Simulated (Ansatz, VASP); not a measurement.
SiC in VASP and in Ansatz

```
CELL_PARAMETERS angstrom
3.09194 0.00000 0.00000
-1.54597 2.67770 0.00000
0.00000 0.00000 5.27726
ATOMIC_POSITIONS crystal
Si 0.33333 0.66667 0.50040
Si 0.66667 0.33333 0.00040
C 0.33333 0.66667 0.87460
C 0.66667 0.33333 0.37460
```

Change from the starting cell: strain along c alone, the other axes held, atoms relaxed: +4.0 %.

Alike in both runs: task relaxation of the atoms; functional PBE; k mesh 12 × 12 × 6; occupations gaussian, width 0.02 eV; no spin polarisation.

|  | VASP | Ansatz |
| --- | --- | --- |
| version | VASP 6.6.1 | Ansatz 0.2.0 |
| potentials or method | VASP PAW PBE potentials, release 64 (Si, C), cutoff 520 eV | scalar-relativistic, plane waves, PAW |
| valence electrons in the cell | 16 | 16 |

VASP gave:

- gap on the k mesh at the Fermi level, each at its own relaxed structure (eV): 2.13

Problem. Which values does Ansatz return?

Solution. gap on the k mesh at the Fermi level, each at its own relaxed structure (eV): 2.14.

Ansatz's warnings: stress scf threshold loose.
